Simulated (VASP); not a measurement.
Here is a VASP 6.6.1 calculation.

File INCAR:

```
SYSTEM = KF
PREC     = Accurate       ! precision mode
ENCUT    = 520            ! plane-wave cutoff, eV
EDIFF    = 1E-6           ! SCF threshold, eV
ISMEAR   = 0              ! smearing method
SIGMA    = 0.05           ! smearing width, eV
LREAL    = .FALSE.        ! projectors in reciprocal space
LASPH    = .TRUE.         ! aspherical terms in the spheres
NELM     = 80             ! most SCF steps
ALGO     = Normal         ! electronic algorithm
ISIF     = 2              ! what is computed and relaxed
LWAVE    = .FALSE.        ! write WAVECAR
LCHARG   = .FALSE.        ! write CHGCAR
GGA      = PE             ! functional
IVDW     = 13             ! dispersion correction
NBANDS   = 15             ! bands
```

KPOINTS

```
Automatic mesh
0
G
  8 8 8
  0 0 0
```

The input POSCAR:

```
KF
1.0
    0.0000000000      2.6749290724      2.6749290724
    2.6749290724      0.0000000000      2.6749290724
    2.6749290724      2.6749290724      0.0000000000
K F
1 1
Direct
    0.0000000000      0.0000000000      0.0000000000
    0.5000000000      0.5000000000      0.5000000000
```

Potentials or basis: VASP PAW PBE potentials, release 64 (K_sv, F).

Run with:

```sh
$ cat potpaw_PBE.64/K_sv/POTCAR potpaw_PBE.64/F/POTCAR > POTCAR
$ mpirun -np 1 vasp_std > vasp.out
```

Q: Estimate the pressure.

A: 0.7 GPa.

Q: Estimate the dispersion energy per atom.

A: -0.071 eV.

Q: What does it give for the band gap on the k mesh?

A: 6.15 eV, direct.

 A k mesh can miss the band edges.
